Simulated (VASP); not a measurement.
SrO, 2 atoms in the cell. Symmetry: Pm-3m, No. 221, cubic system. The conventional cell has a = 3.195 Å, b = 3.195 Å, c = 3.195 Å, α = 90.00°, β = 90.00°, γ = 90.00°. Within 3.6 Å of Sr (site symmetry m-3m) lie 8 O at 2.77 Å and 6 Sr at 3.20 Å. Within 3.6 Å of O (site symmetry m-3m) lie 8 Sr at 2.77 Å and 6 O at 3.20 Å.  This cell differs from its parent crystal: volume changed by +6%.

* Program: VASP 6.6.1
* Task: single point
* Functional: PBE
* Potentials or basis: VASP PAW PBE potentials, release 64 (Sr_sv, O)
* Cutoff: 520 eV
* k mesh: 6 × 6 × 6
* Occupations: gaussian, width 0.01 eV
* Spin: no spin polarisation
* Dipole correction: no
* Further INCAR settings: ALGO = Normal; EDIFF = 1e-06; NBANDS = 15

Potentials or basis: VASP PAW PBE potentials, release 64 (Sr_sv, O).

Launch:

```sh
$ cat potpaw_PBE.64/Sr_sv/POTCAR potpaw_PBE.64/O/POTCAR > POTCAR
$ mpirun -np 1 vasp_std > vasp.out
```

Hardware: 1 thread of Intel(R) Xeon(R) 6975P-C (Granite Rapids), on a shared host.

How long does it take, and how much memory?

Run time: 3.2 s on 1 thread of Intel(R) Xeon(R) 6975P-C (Granite Rapids) (shared host), peak memory 0.14 GiB. Counts: scf iterations 13, k points 20.
